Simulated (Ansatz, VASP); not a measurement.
**PtSe2: VASP beside Ansatz**

INCAR

```
ALGO = Normal
EDIFF = 1E-7
ENCUT = 520
GGA = PS
ISIF = 2
ISMEAR = 0
IVDW = 12
LASPH = T
LCHARG = F
LREAL = F
LWAVE = F
NBANDS = 18
NELM = 100
PREC = Accurate
SIGMA = 0.15
```

Contents of KPOINTS:

```
k-points
0
Gamma
  12 12 10
```

The input POSCAR:

```
PtSe2
1.0
    3.5005605683      0.0000000000      0.0000000000
   -1.7502802842      3.0315743797      0.0000000000
    0.0000000000      0.0000000000      5.0620000000
Pt Se
1 2
Direct
    0.0000000000      0.0000000000      0.0000000000
    0.3333333333      0.6666666667      0.2500000000
    0.6666666667      0.3333333333      0.7500000000
```

Input for Ansatz:

```yaml
crystal:
  lattice:
    - [3.5005605683, 0.0, 0.0]
    - [-1.7502802842, 3.0315743797, 0.0]
    - [0.0, 0.0, 5.062]
  atoms:
    - { symbol: Pt, position: [0.0, 0.0, 0.0] }
    - { symbol: Se, position: [0.3333333333, 0.6666666667, 0.25] }
    - { symbol: Se, position: [0.6666666667, 0.3333333333, 0.75] }
basis:
  ecutwfc: 420
kpoints:
  mp_grid: { grid: [12, 12, 10] }
hamiltonian:
  xc: pbesol
  dispersion: d3bj
scf:
  occupations: { method: gaussian, width: 0.15 }
output:
  forces: true
  stress: true
  eigenvalues: true
```

Change from the starting cell: strain -0.0600 x Voigt [1, 1, 0, 0, 0, 0], atoms carried along.

Alike in both runs: task single point; functional PBEsol; dispersion D3(BJ); k mesh 12 × 12 × 10; occupations gaussian, width 0.15 eV; no spin polarisation.

```csv
,VASP,Ansatz
version,VASP 6.6.1,Ansatz 0.2.0
potentials or method,"VASP PAW PBE potentials, release 64 (Pt, Se), cutoff 520 eV","scalar-relativistic, plane waves, PAW"
valence electrons in the cell,22,50
```

Ansatz gave:

- gap on the k mesh at the Fermi level (eV): none
- pressure (GPa): 23.5
- traceless stress, the component that is largest in VASP (GPa): -8.78
- rms of the force components (eV/Å): 1.043

Problem. Estimate VASP's values.

Solution. gap on the k mesh at the Fermi level (eV): none; pressure (GPa): 23.9; traceless stress, the component that is largest in VASP (GPa): -8.87; rms of the force components (eV/Å): 1.062.

VASP's potentials were made for PBE, not for PBEsol. Atom by atom the forces differ by 0.019 eV/Å (rms over components). A gap of «none» marks a metal or a gap that the smearing closes. VASP's potentials hold 22 valence electrons a cell and Ansatz's 50, so a difference there can come from the potentials and not from the codes.

Spin-orbit coupling is off throughout.
